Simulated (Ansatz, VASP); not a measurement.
## Nb: VASP beside Ansatz

INCAR

```
SYSTEM = Nb
  PREC = Accurate
  ENCUT = 520
  EDIFF = 1E-6
  ISMEAR = 0
  SIGMA = 0.1
  LREAL = .False.
  LASPH = .True.
  NELM = 100
  ALGO = Normal
  ISIF = 2
  LWAVE = .False.
  LCHARG = .False.
  GGA = PE
  NBANDS = 12
```

The input KPOINTS:

```
regular mesh
0
Gamma
  18 18 18
  0 0 0
```

POSCAR

```
Nb
1.0
   -1.6217616197      1.6217616197      1.6217616197
    1.6217616197     -1.6217616197      1.6217616197
    1.6217616197      1.6217616197     -1.6217616197
Nb
1
Direct
    0.0000000000      0.0000000000      0.0000000000
```

Input for Ansatz:

```yaml
crystal:
  lattice:
    - [-1.6217616197, 1.6217616197, 1.6217616197]
    - [1.6217616197, -1.6217616197, 1.6217616197]
    - [1.6217616197, 1.6217616197, -1.6217616197]
  atoms:
    - { symbol: Nb, position: [0.0, 0.0, 0.0] }
basis:
  ecutwfc: 420
kpoints:
  mp_grid: { grid: [18, 18, 18] }
hamiltonian:
  xc: pbe
scf:
  occupations: { method: gaussian, width: 0.1 }
output:
  forces: true
  stress: true
  eigenvalues: true
```

Alike in both runs: task single point; functional PBE; k mesh 18 × 18 × 18; occupations gaussian, width 0.1 eV; no spin polarisation.

```csv
,VASP,Ansatz
version,VASP 6.6.1,Ansatz 0.2.0
potentials or method,"VASP PAW PBE potentials, release 64 (Nb_sv), cutoff 520 eV","scalar-relativistic, plane waves, PAW"
valence electrons in the cell,13,13
```

|  | VASP | Ansatz | Ansatz less VASP |
| --- | --- | --- | --- |
| gap on the k mesh at the Fermi level (eV) | none | none | - |
| pressure (GPa) | 11.3 | 11.6 | +0.34 |

A gap of «none» marks a metal or a gap that the smearing closes. With one functional, cell and mesh, what is left measures potentials, basis and numerics.
